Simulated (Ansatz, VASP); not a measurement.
**Two plane-wave programs on Bi**

```
Bi
1.0
     3.66090    0.00000    0.00000
    -1.83045    3.17043    0.00000
     0.00000    0.00000   12.24305
Bi
4
Direct
  0.00000 0.00000 0.00000
  0.00000 0.00000 0.50000
  0.33333 0.66667 0.25000
  0.66667 0.33333 0.75000
```

Alike in both runs: task single point; functional PBE; k mesh 12 × 12 × 3; occupations fermi-dirac, width 0.1 eV; no spin polarisation.

|  | VASP | Ansatz |
| --- | --- | --- |
| version | VASP 6.6.1 | Ansatz 0.2.0 |
| potentials or method | VASP PAW PBE potentials, release 64 (Bi_d), cutoff 520 eV | plane waves (420 eV) with PAW, scalar-relativistic |
| valence electrons in the cell | 60 | 60 |

|  | VASP | Ansatz | Ansatz less VASP |
| --- | --- | --- | --- |
| pressure (GPa) | -4.6 | -4.6 | +0.06 |
| traceless stress, the component that is largest in VASP (GPa) | 0.34 | 0.35 | +0.004 |

Neither program's run includes spin-orbit coupling.
